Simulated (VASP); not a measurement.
Wanted: the native input for a VASP 6.6.1 run.

| Quantity | Value |
| --- | --- |
| Task | single point |
| Functional | PBE |
| Potentials or basis | VASP PAW PBE potentials, release 64 (B, N) |
| Cutoff | 520 eV |
| k mesh | 6 × 6 × 6 |
| Occupations | gaussian, width 0.05 eV |
| Spin | no spin polarisation |
| Dipole correction | no |
| Further INCAR settings | ALGO = Normal; EDIFF = 1e-06; NBANDS = 26 |

The structure of BN lies in POSCAR:

```
BN
1.0
    3.6246970237      0.0000000000      0.0000000000
    0.0000000000     -3.6246970237      0.0000000000
    0.0000000000      0.0000000000     -3.6246970237
B N
4 4
Direct
    0.0000000000      0.0000000000      0.0000000000
    0.5000000000      0.5000000000      0.0000000000
    0.5000000000      0.0000000000      0.5000000000
    0.0000000000      0.5000000000      0.5000000000
    0.7500000000      0.7431028718      0.7500000000
    0.2500000000      0.2500000000      0.7500000000
    0.2500000000      0.7500000000      0.2500000000
    0.7500000000      0.2500000000      0.2500000000
```

This cell differs from its parent crystal: atom 5 (N) moved +0.025 Å along Cartesian [0 1 0].

These files were run (other wordings do the same):

INCAR

```
  PREC = Accurate
  ENCUT = 520
  EDIFF = 1E-6
  ISMEAR = 0
  SIGMA = 0.05
  LREAL = F
  LASPH = T
  NELM = 80
  ALGO = Normal
  ISIF = 2
  LWAVE = F
  LCHARG = F
  GGA = PE
  NBANDS = 26
```

KPOINTS

```
regular mesh
0
Gamma
  6 6 6
```

Potentials or basis: VASP PAW PBE potentials, release 64 (B, N).

Command:

```console
$ cat potpaw_PBE.64/B/POTCAR potpaw_PBE.64/N/POTCAR > POTCAR
$ mpirun -np 1 vasp_std > vasp.out
```

It gave:

```
Pressure               : 0.3 GPa
Largest force          : 0.878 eV/Å
Band gap on the k mesh : 4.39 eV
```

Caveat: the cell differs from its parent crystal (atom 5 (N) moved +0.025 Å along Cartesian [0 1 0]).

Run time: 27 s on 1 thread of Intel(R) Xeon(R) Platinum 8559C (Emerald Rapids), on a shared host, peak memory 0.18 GiB.
